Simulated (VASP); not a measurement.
# NaCl (Fm-3m) in VASP: dielectric tensor with r2SCAN

Aim: the dielectric tensor of NaCl with r2SCAN.

Program: VASP 6.6.1. These are calculated values, not measurements. Logs are shortened: lines on timing, memory, paths and dates and some standing lists are left out, and cuts for length are marked.

**1. The cell of the first run**

Symmetry: Fm-3m, No. 225, cubic system. Conventional cell: a = 5.605 Å, b = 5.605 Å, c = 5.605 Å, α = 90.00°, β = 90.00°, γ = 90.00°. Within 3.7 Å of Na (site symmetry m-3m) lie 6 Cl at 2.80 Å. Within 3.7 Å of Cl (site symmetry m-3m) lie 6 Na at 2.80 Å.

**2. Dielectric tensor, r2SCAN**

INCAR

```
PREC = Accurate
ENCUT = 520
EDIFF = 1E-8
ISMEAR = 0
SIGMA = 0.01
LREAL = False
LASPH = True
NELM = 100
ALGO = Normal
ISIF = 2
LWAVE = False
LCHARG = False
METAGGA = R2SCAN
LMIXTAU = True
LCALCEPS = True
```

KPOINTS

```
regular mesh
0
Gamma
  6 6 6
```

POSCAR

```
NaCl
1.0
    0.0000000000      2.8026988303      2.8026988303
    2.8026988303      0.0000000000      2.8026988303
    2.8026988303      2.8026988303      0.0000000000
Na Cl
1 1
Direct
    0.0000000000      0.0000000000      0.0000000000
    0.5000000000      0.5000000000      0.5000000000
```

Potentials or basis: VASP PAW PBE potentials, release 64 (Na_pv, Cl).

Command:

```sh
$ cat potpaw_PBE.64/Na_pv/POTCAR potpaw_PBE.64/Cl/POTCAR > POTCAR
$ mpirun -np 1 vasp_std > vasp.out
```

OUTCAR:

```text
PREC = Accurate
   ENCUT = 520
   EDIFF = 1E-8
   ISMEAR = 0
   LREAL = False
   LASPH = True
   NELM = 100
   ISIF = 2
   METAGGA = R2SCAN

 ion  position               nearest neighbor table
   1  0.000  0.000  0.000-
   2  0.500  0.500  0.500-

  LATTYP: Found a face centered cubic cell.
 ALAT       =     5.6053976606

  Lattice vectors:

 A1 = (   0.0000000000,   2.8026988303,   2.8026988303)
 A2 = (   2.8026988303,   0.0000000000,   2.8026988303)
 A3 = (   2.8026988303,   2.8026988303,   0.0000000000)

Analysis of symmetry for initial positions (statically):
=====================================================================
 Subroutine PRICEL returns:
 Original cell was already a primitive cell.

 Routine SETGRP: Setting up the symmetry group for a
 face centered cubic supercell.

 Subroutine GETGRP returns: Found 48 space group operations
 (whereof 48 operations were pure point group operations)
 out of a pool of 48 trial point group operations.

The static configuration has the point symmetry O_h .

Analysis of symmetry for dynamics (positions and initial velocities):
=====================================================================
 Subroutine PRICEL returns:
 Original cell was already a primitive cell.

 Routine SETGRP: Setting up the symmetry group for a
 face centered cubic supercell.

 Subroutine GETGRP returns: Found 48 space group operations
 (whereof 48 operations were pure point group operations)
 out of a pool of 48 trial point group operations.

The dynamic configuration has the point symmetry O_h .

 Subroutine INISYM returns: Found 48 space group operations
 (whereof 48 operations are pure point group operations),
 and found     1 'primitive' translations

----------------------------------------------------------------------------------------

                                     Primitive cell

  volume of cell :      44.0311

  direct lattice vectors                    reciprocal lattice vectors
     0.000000000  2.802698830  2.802698830    -0.178399475  0.178399475  0.178399475
     2.802698830  0.000000000  2.802698830     0.178399475 -0.178399475  0.178399475
     2.802698830  2.802698830  0.000000000     0.178399475  0.178399475 -0.178399475

  length of vectors
     3.963614697  3.963614697  3.963614697     0.308996955  0.308996955  0.308996955

  position of ions in fractional coordinates (direct lattice)
     0.000000000  0.000000000  0.000000000
     0.500000000  0.500000000  0.500000000

  ion indices of the primitive-cell ions
   primitive index   ion index
                 1           1
                 2           2

----------------------------------------------------------------------------------------

 KPOINTS: regular mesh

Automatic generation of k-mesh.
 Grid dimensions read from file:
 generate k-points for:    6    6    6

 Generating k-lattice:

  Cartesian coordinates                     Fractional coordinates (reciprocal lattice)
    -0.029733246  0.029733246  0.029733246     0.166666667  0.000000000  0.000000000
     0.029733246 -0.029733246  0.029733246     0.000000000  0.166666667  0.000000000
     0.029733246  0.029733246 -0.029733246     0.000000000  0.000000000  0.166666667

  Length of vectors
     0.051499492  0.051499492  0.051499492

  Shift w.r.t. Gamma in fractional coordinates (k-lattice)
     0.000000000  0.000000000  0.000000000

 Subroutine IBZKPT returns following result:
 ===========================================

 Found     16 irreducible k-points:

 Following reciprocal coordinates:
            Coordinates               Weight
  0.000000  0.000000  0.000000      1.000000
  0.166667  0.000000  0.000000      8.000000
  0.333333  0.000000  0.000000      8.000000
  0.500000  0.000000  0.000000      4.000000
  0.166667  0.166667  0.000000      6.000000
  0.333333  0.166667  0.000000     24.000000
[... 8 lines left out ...]
 -0.333333  0.333333  0.166667     24.000000
 -0.333333  0.500000  0.166667     12.000000
   k-points           NKPTS =     16   k-points in BZ     NKDIM =     16   number of bands    NBANDS=     11
   number of dos      NEDOS =    301   number of ions     NIONS =      2
   total plane-waves  NPLWV =  27000
   dimension x,y,z NGX =    30 NGY =   30 NGZ =   30
   dimension x,y,z NGXF=    60 NGYF=   60 NGZF=   60
   ions per type =               1   1
   NGX,Y,Z   is equivalent  to a cutoff of  12.58, 12.58, 12.58 a.u.
   NGXF,Y,Z  is equivalent  to a cutoff of  25.17, 25.17, 25.17 a.u.
 SYSTEM =  unknown system
   PREC   = accura    normal or accurate (medium, high low for compatibility)
   ISTART =      0    job   : 0-new  1-cont  2-samecut
   ICHARG =      2    charge: 1-file 2-atom 10-const
   ISPIN  =      1    spin polarized calculation?
   LNONCOLLINEAR =      F non collinear calculations
   LSORBIT =      F    spin-orbit coupling
   LASPH  =      T    aspherical Exc in radial PAW
   ENCUT  =  520.0 eV  38.22 Ry    6.18 a.u.   7.37  7.37  7.37*2*pi/ulx,y,z
   NELM   =    100;   NELMIN=  2; NELMDL= -5     # of ELM steps
   EDIFF  = 0.1E-07   stopping-criterion for ELM
   LREAL  =      F    real-space projection
   EDIFFG = 0.1E-06   stopping-criterion for IOM
   NSW    =      0    number of steps for IOM
   IBRION =     -1    ionic relax: 0-MD 1-quasi-New 2-CG
   NFREE  =      0    steps in history (QN), initial steepest desc. (CG)
   ISIF   =      2    stress and relaxation
   ISYM   =      2    0-nonsym 1-usesym 2-fastsym
   POTIM  = 0.5000    time-step for ionic-motion
   TEBEG  =    0.0;   TEEND  =   0.0 temperature during run
   PSTRESS=    0.0 pullay stress
   NELECT =      14.0000    total number of electrons
   NUPDOWN=      -1.0000    fix difference up-down
   EMIN   =  10.00;   EMAX   =-10.00  energy-range for DOS
   EFERMI =   0.00;   METHOD = LEGACY
   ISMEAR =     0;   SIGMA  =   0.01  broadening in eV -4-tet -1-fermi 0-gaus
   EFERMI_NEDOS =   21; number of points for ismear=-14 and -15
   IALGO  =     38    algorithm
   IMIX   =      4    mixing-type and parameters
     AMIX     =   0.40;   BMIX     =  1.00
     AMIX_MAG =   1.60;   BMIX_MAG =  1.00
  volume/ion in A,a.u.               =      22.02       148.57
  Fermi-wavevector in a.u.,A,eV,Ry     =   1.117372  2.111527 16.987145  1.248520
  Thomas-Fermi vector in A             =   2.253994
   LORBIT       =      0    0 simple, 1 ext, 2 COOP (PROOUT), +10 PAW based schemes
   METAGGA = R2SCAN    functional components
   LHFCALC =     F    Hartree Fock is set to
   AEXX    =    0.0000 exact exchange contribution
   IVDW    =     0    specifies the selected vdW correction
   LEPSILON=     F    determine dielectric tensor
   LRPA    =     F    only Hartree local field effects (RPA)
   LRPA       =     F
 non-spin polarized calculation
 Gauss-broadening in eV      SIGMA  =   0.01
  energy-cutoff  :      520.00
  volume of cell :       44.03
 maximum number of plane-waves:      1243
 NGX is ok and might be reduce to    30
   NGX = 15   NGY = 15   NGZ = 15

 Total electronic dipole moment: p[elc]=(    -0.00000    -0.00000     0.00000 ) |e| Angst

 Total electronic dipole moment: p[elc]=(    -0.00000    -0.00000    -0.00000 ) |e| Angst

 number of electron      14.0000003 magnetization

 Free energy of the ion-electron system (eV)
  ---------------------------------------------------
  ext. energy  EPLUGINS =         0.00000000
  ---------------------------------------------------
  free energy    TOTEN  =       -13.79010750 eV

  energy without entropy =      -13.79010750  energy(sigma->0) =      -13.79010750

 E-fermi :  -0.9873     XC(G=0):  -8.7309

 val. band max:       -1.0571787249   @ k =   0.0000   0.0000   0.0000
 cond. band min:   10000.0000000000   @ k =   0.0000   0.0000   0.0000
 fundamental gap:  10001.0571787249
 Fermi energy:        -0.9872507755

 k-point     1 :       0.0000    0.0000    0.0000
  band No.  band energies     occupation
      1     -22.5425      2.00000
      2     -22.5421      2.00000
      3     -22.5421      2.00000
      4     -14.3221      2.00000
      5      -1.0572      2.00000
      6      -1.0572      2.00000
      7      -1.0572      2.00000
      8   10000.0000      0.00000
      9   10000.0000      0.00000
     10   10000.0000      0.00000
     11   10000.0000      0.00000
[... 309 lines left out ...]
 k-point    24 :       0.0000    0.3333    0.1667
  band No.  band energies     occupation
      1     -22.5598      2.00000
      2     -22.5459      2.00000
      3     -22.5454      2.00000
      4     -14.0701      2.00000
      5      -2.3594      2.00000
      6      -1.4199      2.00000
      7      -1.3791      2.00000
      8   10000.0000      0.00000
      9   10000.0000      0.00000
     10   10000.0000      0.00000
     11   10000.0000      0.00000

 [... further k-points ...]

------------------------ aborting loop because EDIFF is reached ----------------------------------------

            Ionic dipole moment: p[ion]=(   -19.61889   -19.61889   -19.61889 ) |e| Angst

 Total electronic dipole moment: p[elc]=(     0.00000     0.00000     0.00343 ) |e| Angst

 MACROSCOPIC STATIC DIELECTRIC TENSOR (including local field effects)
 ------------------------------------------------------
           2.409040    -0.000000     0.000000
          -0.000000     2.409040     0.000000
          -0.000000    -0.000000     2.409040
 ------------------------------------------------------

 PIEZOELECTRIC TENSOR (including local field effects) (e Angst)
          XX          YY          ZZ          XY          YZ          ZX
  --------------------------------------------------------------------------------
  x     0.00000     0.00000     0.00000     0.00000     0.00000     0.00000
  y     0.00000     0.00000     0.00000     0.00000     0.00000     0.00000
  z     0.00000     0.00000     0.00000     0.00000     0.00000     0.00000

 PIEZOELECTRIC TENSOR (including local field effects) (C/m^2)
          XX          YY          ZZ          XY          YZ          ZX
  --------------------------------------------------------------------------------
  x     0.00000     0.00000     0.00000     0.00000     0.00000     0.00000
  y     0.00000     0.00000     0.00000     0.00000     0.00000     0.00000
  z     0.00000     0.00000     0.00000     0.00000     0.00000     0.00000

 BORN EFFECTIVE CHARGES (including local field effects) (in |e|, cummulative output)
 ---------------------------------------------------------------------------------
 ion    1
    1     1.06640    -0.00000     0.00000
    2     0.00000     1.06640    -0.00000
    3     0.00000     0.00000     1.06640
 ion    2
    1    -1.06640    -0.00000     0.00000
    2     0.00000    -1.06640    -0.00000
    3     0.00000     0.00000    -1.06640

  FORCE on cell =-STRESS in cart. coord.  units (eV):
  Direction    XX          YY          ZZ          XY          YZ          ZX
  --------------------------------------------------------------------------------------
  -------------------------------------------------------------------------------------
  Total       -0.0430298     -0.0430298     -0.0430298     -0.0000000      0.0000000      0.0000000
  in kB       -1.5657417     -1.5657417     -1.5657417     -0.0000000      0.0000000      0.0000000
  external PRESSURE =      -1.5657417 kB  Pullay stress =       0.0000000 kB

 VOLUME and BASIS-vectors are now :
 -----------------------------------------------------------------------------
  energy-cutoff  :      520.00
  volume of cell :       44.03
      direct lattice vectors                 reciprocal lattice vectors
     0.000000000  2.802698830  2.802698830    -0.178399475  0.178399475  0.178399475
     2.802698830  0.000000000  2.802698830     0.178399475 -0.178399475  0.178399475
     2.802698830  2.802698830  0.000000000     0.178399475  0.178399475 -0.178399475

 POSITION                                       TOTAL-FORCE (eV/Angst)
 -----------------------------------------------------------------------------------
      0.00000      0.00000      0.00000        -0.000000      0.000000      0.000000
      2.80270      2.80270      2.80270         0.000000     -0.000000     -0.000000
 -----------------------------------------------------------------------------------
    total drift:                               -0.000000      0.000000      0.000000

  FREE ENERGIE OF THE ION-ELECTRON SYSTEM (eV)
  ---------------------------------------------------
  free  energy   TOTEN  =       -13.7901074999 eV

  energy  without entropy=      -13.7901074999  energy(sigma->0) =      -13.79010750
```

It took 36 min on 1 thread of Oxide Virtual Turin-like, shared host; peak memory 0.27 GiB.

Results:

```yaml
Band_gap_on_the_k_mesh: 6.00 eV, direct
Electronic_dielectric_tensor_diagonal: 2.41
Born_charges_mean_of_the_diagonal: Na +1.07; Cl -1.07 e
```

Electronic dielectric tensor:
```
2.41 0.00 0.00
0.00 2.41 0.00
0.00 0.00 2.41
```

Born effective charge tensors (e):
atom 1, Na
```
1.07 0.00 0.00
0.00 1.07 0.00
0.00 0.00 1.07
```
atom 2, Cl
```
-1.07  0.00  0.00
 0.00 -1.07  0.00
 0.00  0.00 -1.07
```

Dipole moments of the cell (e·Å, modulo the quantum): ionic -19.619, -19.619, -19.619; electronic 0.000, 0.000, 0.003

Caveat: the PAW data sets were made with another functional, which shifts forces and pressure a little. r2SCAN opens gaps a little over a GGA but as a rule still falls short of measured ones.
